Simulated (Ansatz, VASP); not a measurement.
# One calculation of Si5F, two programs

Contents of INCAR:

```
PREC = Accurate
ENCUT = 520
EDIFF = 1E-7
ISMEAR = 0
SIGMA = 0.1
LREAL = F
LASPH = T
NELM = 60
ALGO = Normal
ISIF = 2
LWAVE = F
LCHARG = F
GGA = PE
NBANDS = 22
```

Contents of KPOINTS:

```
regular mesh
0
Gamma
  4 4 4
```

Contents of POSCAR:

```
Si5F
1.0
    0.0000000000      3.4906717000      3.4906717000
    3.4906717000      0.0000000000      3.4906717000
    3.4906717000      3.4906717000      0.0000000000
Si F
5 1
Direct
    0.1250000000      0.6250000000      0.6250000000
    0.6250000000      0.6250000000      0.6250000000
    0.6250000000      0.1250000000      0.6250000000
    0.6250000000      0.6250000000      0.1250000000
    0.2500000000      0.2500000000      0.2500000000
    0.0000000000      0.0000000000      0.0000000000
```

Input for Ansatz:

```yaml
crystal:
  lattice:
    - [0.0, 3.4906717, 3.4906717]
    - [3.4906717, 0.0, 3.4906717]
    - [3.4906717, 3.4906717, 0.0]
  atoms:
    - { symbol: Si, position: [0.125, 0.625, 0.625] }
    - { symbol: Si, position: [0.625, 0.625, 0.625] }
    - { symbol: Si, position: [0.625, 0.125, 0.625] }
    - { symbol: Si, position: [0.625, 0.625, 0.125] }
    - { symbol: Si, position: [0.25, 0.25, 0.25] }
    - { symbol: F, position: [0.0, 0.0, 0.0] }
basis:
  ecutwfc: 420
kpoints:
  mp_grid: { grid: [4, 4, 4] }
hamiltonian:
  xc: pbe
scf:
  occupations: { method: gaussian, width: 0.1 }
  lower_state_search: "off"
output:
  forces: true
  stress: true
  eigenvalues: true
```

Change from the starting cell: species swapped into the ErCu5 type (F-43m, No. 216).

Alike in both runs: task single point; functional PBE; k mesh 4 × 4 × 4; occupations gaussian, width 0.1 eV; no spin polarisation.

|  | VASP | Ansatz |
| --- | --- | --- |
| version | VASP 6.6.1 | Ansatz 0.2.0 |
| potentials or method | VASP PAW PBE potentials, release 64 (Si, F), cutoff 520 eV | scalar-relativistic, plane waves, PAW |
| valence electrons in the cell | 27 | 27 |

```tsv
	VASP	Ansatz	Ansatz less VASP
gap on the k mesh at the Fermi level (eV)	none	none	-
pressure (GPa)	6.1	6.3	+0.12
```

A gap of «none» marks a metal or a gap that the smearing closes.

The k mesh is coarse, so the values compare programs but aren't converged.
